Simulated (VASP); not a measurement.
# Zn14Cu (a cell with a defect) in VASP: single point with PBE

Aim: the single point of Zn14Cu (a cell with a defect) with PBE.

Program: VASP 6.6.1. These are calculated values, not measurements. Logs are shortened: lines on timing, memory, paths and dates and some standing lists are left out, and cuts for length are marked.

## (1) The cell of the first run

The cell holds a defect, 15 atoms: a = 6.805 Å, b = 6.805 Å, c = 6.805 Å, α = 109.47°, β = 109.47°, γ = 109.47°.

## (2) Single point, PBE

Input file INCAR:

```
SYSTEM = Zn14Cu
PREC = Accurate
ENCUT = 520
EDIFF = 1E-7
ISMEAR = 0
SIGMA = 0.1
LREAL = Auto
LASPH = .TRUE.
NELM = 80
ALGO = Normal
ISIF = 2
LWAVE = .FALSE.
LCHARG = .FALSE.
GGA = PE
NBANDS = 102
```

Input file KPOINTS:

```
Automatic mesh
0
Gamma
  4 4 4
  0.5 0.5 0.5
```

Input file POSCAR:

```
Zn14Cu
1.0
    3.9288069991      3.9288069991      3.9288069991
   -3.9288069991      3.9288069991     -3.9288069991
   -3.9288069991     -3.9288069991      3.9288069991
Cu Zn
1 14
Direct
    0.0000000000     -0.2601936161      0.2601936161
    0.2401913609      0.7604771628      0.0071900961
    0.0000000000      0.4976903932      0.5023096071
    0.2455096420      0.4991303977      0.2476044255
    0.5029517868      0.5028605377      0.0000912491
    0.0000000000      0.2468281084      0.7531718918
    0.2401913609      0.2330012648      0.4797141983
    0.4925604644      0.2479201702      0.2446402942
    0.7544903582      0.2536207557      0.0020947835
    0.2455096420     -0.0020947835      0.7463792446
    0.4970482135     -0.0000912491      0.4971394626
    0.7598086393     -0.0071900961      0.2395228374
    0.5074395358      0.7553597061      0.7520798300
    0.7544903582      0.7523955747      0.5008696025
    0.7598086393      0.5202858019      0.7669987354
```

Potentials or basis: VASP PAW PBE potentials, release 64 (Cu, Zn).

Launch:

```bash
$ cat potpaw_PBE.64/Cu/POTCAR potpaw_PBE.64/Zn/POTCAR > POTCAR
$ mpirun -np 1 vasp_std > vasp.out
```

OUTCAR:

```text
SYSTEM = Zn14Cu
   PREC = Accurate
   ENCUT = 520
   EDIFF = 1E-7
   ISMEAR = 0
   LREAL = Auto
   LASPH = .TRUE.
   NELM = 80
   ISIF = 2
   GGA = PE

 ion  position               nearest neighbor table
   1  0.000  0.740  0.260-   3 2.69   4 2.70   9 2.70  14 2.70  10 2.70  15 2.75  12 2.75   7 2.75
                             2 2.75   5 2.76  11 2.76
   2  0.240  0.760  0.007-  15 2.67   8 2.71  11 2.72   1 2.75  10 2.77   4 2.79   3 2.81   6 2.86
                             5 2.89  12 2.90  13 2.90
   3  0.000  0.498  0.502-   1 2.69  10 2.78  14 2.78   4 2.78   9 2.78   6 2.79   2 2.81  15 2.81
                             7 2.81  12 2.81   8 2.82  13 2.82
   4  0.246  0.499  0.248-   1 2.70   9 2.73   6 2.75   8 2.77   7 2.77   3 2.78  11 2.78   2 2.79
                            13 2.80   5 2.81  14 2.83
   5  0.503  0.503  0.000-  12 2.72  15 2.72   1 2.76   8 2.78  13 2.78  14 2.78   9 2.78   6 2.79
                             4 2.81  10 2.81   7 2.89   2 2.89
   6  0.000  0.247  0.753-   9 2.75   4 2.75  14 2.75  10 2.75   3 2.79  11 2.79   5 2.79  15 2.86
                             2 2.86   7 2.86  12 2.86
   7  0.240  0.233  0.480-  12 2.67   8 2.71  11 2.72   1 2.75   4 2.77  10 2.79   3 2.81   6 2.86
                             5 2.89  15 2.90  13 2.90
   8  0.493  0.248  0.245-   2 2.71   7 2.71  10 2.77   4 2.77   5 2.78  11 2.78  14 2.80   9 2.80
                             3 2.82  12 2.90  15 2.90
   9  0.754  0.254  0.002-   1 2.70   4 2.73   6 2.75  13 2.77  12 2.77   3 2.78   5 2.78  15 2.79
                             8 2.80  11 2.81  10 2.83
  10  0.246  0.998  0.746-   1 2.70  14 2.73   6 2.75   8 2.77   2 2.77   3 2.78  11 2.78   7 2.79
                            13 2.80   5 2.81   9 2.83
  11  0.497  1.000  0.497-   7 2.72   2 2.72   1 2.76  13 2.78   8 2.78   4 2.78  10 2.78   6 2.79
                            14 2.81   9 2.81  12 2.89  15 2.89
  12  0.760  0.993  0.240-   7 2.67  13 2.71   5 2.72   1 2.75   9 2.77  14 2.79   3 2.81   6 2.86
                            11 2.89   2 2.90   8 2.90
  13  0.507  0.755  0.752-  12 2.71  15 2.71   9 2.77  14 2.77  11 2.78   5 2.78  10 2.80   4 2.80
                             3 2.82   2 2.90   7 2.90
  14  0.754  0.752  0.501-   1 2.70  10 2.73   6 2.75  13 2.77  15 2.77   3 2.78   5 2.78  12 2.79
                             8 2.80  11 2.81   4 2.83
  15  0.760  0.520  0.767-   2 2.67  13 2.71   5 2.72   1 2.75  14 2.77   9 2.79   3 2.81   6 2.86
                            11 2.89   7 2.90   8 2.90

  LATTYP: Found a body centered cubic cell.
 ALAT       =     7.8576139982

  Lattice vectors:

 A1 = (   3.9288069991,   3.9288069991,   3.9288069991)
 A2 = (  -3.9288069991,   3.9288069991,  -3.9288069991)
 A3 = (  -3.9288069991,  -3.9288069991,   3.9288069991)

Analysis of symmetry for initial positions (statically):
=====================================================================
 Subroutine PRICEL returns:
[... 164 lines left out ...]
   GGA     = PE    functional components
   LHFCALC =     F    Hartree Fock is set to
   AEXX    =    0.0000 exact exchange contribution
   IVDW    =     0    specifies the selected vdW correction
   LEPSILON=     F    determine dielectric tensor
   LRPA    =     F    only Hartree local field effects (RPA)
 non-spin polarized calculation
 Gauss-broadening in eV      SIGMA  =   0.10
  energy-cutoff  :      520.00
  volume of cell :      242.57
 maximum number of plane-waves:      6564
 NGX is ok and might be reduce to    54
   NGX = 25   NGY = 25   NGZ = 25

 number of electron     179.0000016 magnetization

 Free energy of the ion-electron system (eV)
  ---------------------------------------------------
  ext. energy  EPLUGINS =         0.00000000
  ---------------------------------------------------
  free energy    TOTEN  =       -18.59001661 eV

  energy without entropy =      -18.56910378  energy(sigma->0) =      -18.57956019

 E-fermi :   2.7445     XC(G=0): -11.1782

 val. band max:        2.7236519111   @ k =   0.3750  -0.3750   0.3750
 cond. band min:       2.7495937024   @ k =  -0.3750  -0.3750   0.1250
 fundamental gap:      0.0259417913
 Fermi energy:         2.7444630648

 k-point     1 :       0.1250    0.1250    0.1250
  band No.  band energies     occupation
      1      -6.6574      2.00000
      2      -5.3184      2.00000
      3      -5.3049      2.00000
      4      -5.2925      2.00000
      5      -5.2600      2.00000
      6      -5.2339      2.00000
[... 1549 lines left out ...]
    100       5.9517      0.00000
    101       6.1408      0.00000
 [bands above 101 left out]

------------------------ aborting loop because EDIFF is reached ----------------------------------------

  FORCE on cell =-STRESS in cart. coord.  units (eV):
  Direction    XX          YY          ZZ          XY          YZ          ZX
  --------------------------------------------------------------------------------------
  -------------------------------------------------------------------------------------
  Total       -5.0913715     -4.7842203     -4.7842203      0.0000000     -0.0211502      0.0000000
  in kB      -33.6281745    -31.5994612    -31.5994612      0.0000000     -0.1396955      0.0000000
  external PRESSURE =     -32.2756990 kB  Pullay stress =       0.0000000 kB

 VOLUME and BASIS-vectors are now :
 -----------------------------------------------------------------------------
  energy-cutoff  :      520.00
  volume of cell :      242.57
      direct lattice vectors                 reciprocal lattice vectors
     3.928806999  3.928806999  3.928806999     0.000000000  0.127265096  0.127265096
    -3.928806999  3.928806999 -3.928806999    -0.127265096  0.127265096  0.000000000
    -3.928806999 -3.928806999  3.928806999    -0.127265096  0.000000000  0.127265096

 POSITION                                       TOTAL-FORCE (eV/Angst)
 -----------------------------------------------------------------------------------
     -3.92881      1.88431     -1.88431         0.000000      0.005884     -0.005884
     -2.07235      3.90318     -2.01585         0.002320      0.002953     -0.001106
     -3.92881     -0.01815      0.01815         0.000000     -0.008757      0.008757
     -1.96922      1.95276     -0.02364         0.004275      0.000435      0.003630
     -0.00000      3.95128      0.00072         0.000000     -0.012742     -0.007077
     -3.92881     -1.98933      1.98933         0.000000     -0.000449      0.000449
     -1.85646     -0.02562      1.91295        -0.002320      0.002953     -0.001106
      0.00000      1.94806      1.92229         0.000000      0.001867     -0.005391
      1.95959      3.95244      1.97605         0.004275     -0.003630     -0.000435
     -5.88840      1.95276     -0.02364        -0.004275      0.000435      0.003630
     -3.92881      3.92809     -0.02248        -0.000000      0.007077      0.012742
     -1.85646      5.94466      0.02562        -0.002320      0.001106     -0.002953
     -3.92881      2.00652      1.98075         0.000000      0.005391     -0.001867
     -1.95959      3.95244      1.97605        -0.004275     -0.003630     -0.000435
     -2.07235      2.01585      3.95443         0.002320      0.001106     -0.002953
 -----------------------------------------------------------------------------------
    total drift:                                0.000007     -0.003984      0.003975

  FREE ENERGIE OF THE ION-ELECTRON SYSTEM (eV)
  ---------------------------------------------------
  free  energy   TOTEN  =       -18.5900166100 eV

  energy  without entropy=      -18.5691037750  energy(sigma->0) =      -18.57956019
```

Wall time 25 min (1 thread of Intel Xeon Platinum 8375C at 2.90GHz (Ice Lake), shared host); peak memory 0.51 GiB.

What came out:

```yaml
Free_energy: -18.5900 eV
Pressure: -3.2 GPa
Largest_force: 0.015 eV/Å
Band_gap_on_the_k_mesh: zero (an odd number of electrons rules out a gap without spin polarisation)
```

Forces in eV/Å, atoms in the order of the input:
```
Cu   0.000  0.006 -0.006
Zn   0.002  0.003 -0.001
Zn   0.000 -0.009  0.009
Zn   0.004  0.000  0.004
Zn   0.000 -0.013 -0.007
Zn   0.000  0.000  0.000
Zn  -0.002  0.003 -0.001
Zn   0.000  0.002 -0.005
Zn   0.004 -0.004  0.000
Zn  -0.004  0.000  0.004
Zn   0.000  0.007  0.013
Zn  -0.002  0.001 -0.003
Zn   0.000  0.005 -0.002
Zn  -0.004 -0.004  0.000
Zn   0.002  0.001 -0.003
```

Levels at points of the mesh, in eV from the Fermi level:
```tsv
k point	band 85	band 86	band 87	band 88	band 89	band 90	band 91	band 92	band 93	band 94
(0.12, 0.12, 0.12)	-2.73	-1.46	-1.34	-1.27	-1.18	-1.07	-0.32	1.20	1.38	1.85
```
